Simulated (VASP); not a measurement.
# In in VASP: a series of runs

In is run at these levels: PBE; tasks: single point.

Program: VASP 6.6.1. These are calculated values, not measurements. Logs are shortened: lines on timing, memory, paths and dates and some standing lists are left out, and cuts for length are marked.

## 1. The cell of the first run

The structure is tetragonal, space group P4/mmm (No. 123). The conventional cell has a = 3.105 Å, b = 3.105 Å, c = 3.181 Å, α = 90.00°, β = 90.00°, γ = 90.00°. Within 4.1 Å of In (site symmetry 4/mmm) lie 6 In at 3.10 to 3.18 Å.

## 2. Single point, PBE

INCAR

```
PREC = Accurate
ENCUT = 520
EDIFF = 1E-7
ISMEAR = 0
SIGMA = 0.1
LREAL = False
LASPH = True
NELM = 60
ALGO = Normal
ISIF = 2
LWAVE = False
LCHARG = True
GGA = PE
LELF = True
LVHAR = True
NBANDS = 12
```

KPOINTS

```
Automatic mesh
0
Gamma
  6 6 6
```

POSCAR

```
In
1.0
    3.1047862575      0.0000000000      0.0000000000
    0.0000000000      3.1047862575      0.0000000000
    0.0000000000      0.0000000000      3.1811506900
In
1
Direct
    0.0000000000      0.0000000000      0.0000000000
```

Potentials or basis: VASP PAW PBE potentials, release 64 (In_d).

The run is started by

```console
$ cat potpaw_PBE.64/In_d/POTCAR > POTCAR
$ mpirun -np 1 vasp_std > vasp.out
```

OUTCAR:

```text
PREC = Accurate
   ENCUT = 520
   EDIFF = 1E-7
   ISMEAR = 0
   LREAL = False
   LASPH = True
   NELM = 60
   ISIF = 2
   GGA = PE

 ion  position               nearest neighbor table
   1  0.000  0.000  0.000-

  LATTYP: Found a simple tetragonal cell.
 ALAT       =     3.1047862575
 C/A-ratio  =     1.0245957133

  Lattice vectors:

 A1 = (   3.1047862575,   0.0000000000,   0.0000000000)
 A2 = (   0.0000000000,   3.1047862575,   0.0000000000)
 A3 = (   0.0000000000,   0.0000000000,   3.1811506900)

Analysis of symmetry for initial positions (statically):
=====================================================================
 Subroutine PRICEL returns:
 Original cell was already a primitive cell.

 Routine SETGRP: Setting up the symmetry group for a
 simple tetragonal supercell.

 Subroutine GETGRP returns: Found 16 space group operations
 (whereof 16 operations were pure point group operations)
 out of a pool of 16 trial point group operations.

The static configuration has the point symmetry D_4h.

Analysis of symmetry for dynamics (positions and initial velocities):
=====================================================================
 Subroutine PRICEL returns:
 Original cell was already a primitive cell.

 Routine SETGRP: Setting up the symmetry group for a
 simple tetragonal supercell.

 Subroutine GETGRP returns: Found 16 space group operations
 (whereof 16 operations were pure point group operations)
 out of a pool of 16 trial point group operations.

The dynamic configuration has the point symmetry D_4h.

 Subroutine INISYM returns: Found 16 space group operations
 (whereof 16 operations are pure point group operations),
 and found     1 'primitive' translations

----------------------------------------------------------------------------------------

                                     Primitive cell

  volume of cell :      30.6653

  direct lattice vectors                    reciprocal lattice vectors
     3.104786257  0.000000000  0.000000000     0.322083363  0.000000000  0.000000000
     0.000000000  3.104786257  0.000000000     0.000000000  0.322083363  0.000000000
     0.000000000  0.000000000  3.181150690     0.000000000  0.000000000  0.314351660

  length of vectors
     3.104786257  3.104786257  3.181150690     0.322083363  0.322083363  0.314351660

  position of ions in fractional coordinates (direct lattice)
     0.000000000  0.000000000  0.000000000
[... 76 lines left out ...]
   EDIFF  = 0.1E-06   stopping-criterion for ELM
   LREAL  =      F    real-space projection
   EDIFFG = 0.1E-05   stopping-criterion for IOM
   NSW    =      0    number of steps for IOM
   IBRION =     -1    ionic relax: 0-MD 1-quasi-New 2-CG
   NFREE  =      0    steps in history (QN), initial steepest desc. (CG)
   ISIF   =      2    stress and relaxation
   ISYM   =      2    0-nonsym 1-usesym 2-fastsym
   POTIM  = 0.5000    time-step for ionic-motion
   TEBEG  =    0.0;   TEEND  =   0.0 temperature during run
   PSTRESS=    0.0 pullay stress
   NELECT =      13.0000    total number of electrons
   NUPDOWN=      -1.0000    fix difference up-down
   EMIN   =  10.00;   EMAX   =-10.00  energy-range for DOS
   EFERMI =   0.00;   METHOD = LEGACY
   ISMEAR =     0;   SIGMA  =   0.10  broadening in eV -4-tet -1-fermi 0-gaus
   EFERMI_NEDOS =   21; number of points for ismear=-14 and -15
   IALGO  =     38    algorithm
   IMIX   =      4    mixing-type and parameters
     AMIX     =   0.40;   BMIX     =  1.00
     AMIX_MAG =   1.60;   BMIX_MAG =  1.00
  volume/ion in A,a.u.               =      30.67       206.94
  Fermi-wavevector in a.u.,A,eV,Ry     =   1.229816  2.324015 20.578089  1.512447
  Thomas-Fermi vector in A             =   2.364688
   LORBIT       =      0    0 simple, 1 ext, 2 COOP (PROOUT), +10 PAW based schemes
   GGA     = PE    functional components
   LHFCALC =     F    Hartree Fock is set to
   AEXX    =    0.0000 exact exchange contribution
   IVDW    =     0    specifies the selected vdW correction
   LEPSILON=     F    determine dielectric tensor
   LRPA    =     F    only Hartree local field effects (RPA)
 non-spin polarized calculation
 Gauss-broadening in eV      SIGMA  =   0.10
  energy-cutoff  :      520.00
  volume of cell :       30.67
 maximum number of plane-waves:       860
 NGX is ok and might be reduce to    24
   NGX = 11   NGY = 11   NGZ = 11

 number of electron      13.0000001 magnetization

 Free energy of the ion-electron system (eV)
  ---------------------------------------------------
  ext. energy  EPLUGINS =         0.00000000
  ---------------------------------------------------
  free energy    TOTEN  =        -2.41245532 eV

  energy without entropy =       -2.40713466  energy(sigma->0) =       -2.40979499

 E-fermi :   5.7381     XC(G=0):  -9.4332

 val. band max:        5.7142482556   @ k =   0.5000   0.5000   0.1667
 cond. band min:       5.7388746760   @ k =   0.5000   0.1667   0.5000
 fundamental gap:      0.0246264204
 Fermi energy:         5.7380867028

 k-point     1 :       0.0000    0.0000    0.0000
  band No.  band energies     occupation
      1      -9.1370      2.00000
      2      -9.0998      2.00000
      3      -8.5352      2.00000
      4      -8.5352      2.00000
      5      -8.5126      2.00000
      6      -2.8820      2.00000
      7      12.1328      0.00000
      8      12.8708      0.00000
      9      12.8708      0.00000
     10      15.4001      0.00000
     11      15.9698      0.00000
     12      16.7642      0.00000
[... 331 lines left out ...]
 k-point    24 :       0.5000    0.0000    0.3333
  band No.  band energies     occupation
      1      -8.9329      2.00000
      2      -8.8768      2.00000
      3      -8.6695      2.00000
      4      -8.6180      2.00000
      5      -8.4597      2.00000
      6       2.1402      2.00000
      7       4.1876      2.00000
      8       7.8293      0.00000
      9      11.1058      0.00000
     10      17.6370      0.00000
     11      19.7410      0.00000
     12      20.5406      0.00000

 [... further k-points ...]
[... 5 lines left out ...]
  --------------------------------------------------------------------------------------
  -------------------------------------------------------------------------------------
  Total        0.0293603      0.0293603     -0.1380366      0.0000000      0.0000000      0.0000000
  in kB        1.5339911      1.5339911     -7.2120241      0.0000000      0.0000000      0.0000000
  external PRESSURE =      -1.3813473 kB  Pullay stress =       0.0000000 kB

 VOLUME and BASIS-vectors are now :
 -----------------------------------------------------------------------------
  energy-cutoff  :      520.00
  volume of cell :       30.67
      direct lattice vectors                 reciprocal lattice vectors
     3.104786257  0.000000000  0.000000000     0.322083363  0.000000000  0.000000000
     0.000000000  3.104786257  0.000000000     0.000000000  0.322083363  0.000000000
     0.000000000  0.000000000  3.181150690     0.000000000  0.000000000  0.314351660

 POSITION                                       TOTAL-FORCE (eV/Angst)
 -----------------------------------------------------------------------------------
      0.00000      0.00000      0.00000         0.000000      0.000000      0.000000
 -----------------------------------------------------------------------------------
    total drift:                                0.000000     -0.000000      0.000000

  FREE ENERGIE OF THE ION-ELECTRON SYSTEM (eV)
  ---------------------------------------------------
  free  energy   TOTEN  =        -2.4124553249 eV

  energy  without entropy=       -2.4071346608  energy(sigma->0) =       -2.40979499
```

stdout:

```text
POSCAR found type information on POSCAR In
 POSCAR found :  1 types and       1 ions
 scaLAPACK will be used
 LDA part: xc-table for (Slater+PW92), standard interpolation
 POSCAR, INCAR and KPOINTS ok, starting setup
 FFT: planning ... GRIDC
 FFT: planning ... GRID_SOFT
 FFT: planning ... GRID
 WAVECAR not read
 entering main loop
```

It took 3.9 s on 1 thread of Intel Xeon 6975P-C (Granite Rapids), shared host; peak memory 0.14 GiB.

Results:

```
Free energy : -2.4125 eV
Pressure    : -0.1 GPa
```

Caveat: spin-orbit coupling is left out, which moves the levels of the heavy elements.

## 3. Single point, PBE

This run uses another cell than the first one, of 29.50 Å³/atom, 0.962 times its volume.

INCAR

```
ALGO = Fast
EDIFF = 1E-7
ENCUT = 520
GGA = PE
ISIF = 2
ISMEAR = 0
LASPH = T
LCHARG = F
LREAL = F
LWAVE = F
NBANDS = 12
NELM = 100
PREC = Accurate
SIGMA = 0.1
```

KPOINTS

```
k-points
0
Gamma
  18 18 18
```

POSCAR

```
In
1.0
    3.0900197843      0.0000000000      0.0000000000
    0.0000000000      3.0900197843      0.0000000000
    0.0000000000      0.0000000000      3.0899333911
In
1
Direct
    0.0000000000      0.0000000000      0.0000000000
```

Potentials or basis: VASP PAW PBE potentials, release 64 (In_d).

The run is started by

```console
$ cat potpaw_PBE.64/In_d/POTCAR > POTCAR
$ mpirun -np 1 vasp_std > vasp.out
```

Run time: 47 s. Hardware: 1 thread of Intel Xeon 6975P-C (Granite Rapids), shared host; peak memory 0.29 GiB.

The run converged. Its results:

| Quantity | Value |
| --- | --- |
| Free energy | -2.4647 eV |
| Pressure | 0.0 GPa |

Levels at points of the mesh, in eV from the Fermi level:
```tsv
k point	band 3	band 4	band 5	band 6	band 7	band 8	band 9	band 10	band 11	band 12
(0.00, 0.00, 0.00)	-14.29	-14.29	-14.29	-8.84	7.07	7.07	7.07	10.22	10.22	11.26
(0.50, 0.00, 0.00)	-14.46	-14.46	-14.27	-5.38	-3.26	9.99	9.99	12.54	12.55	13.47
(0.50, 0.50, 0.00)	-14.44	-14.44	-14.10	-1.78	-0.59	-0.59	3.84	13.33	15.05	15.05
(0.00, 0.00, 0.50)	-14.46	-14.46	-14.27	-5.38	-3.26	9.99	9.99	12.53	12.55	13.47
(0.50, 0.00, 0.50)	-14.44	-14.44	-14.10	-1.78	-0.59	-0.59	3.84	13.33	15.05	15.05
(0.50, 0.50, 0.50)	-14.69	-14.09	-14.09	2.02	2.02	2.02	2.43	7.05	7.05	7.05
```

Caveat: spin-orbit coupling is left out, which moves the levels of the heavy elements.
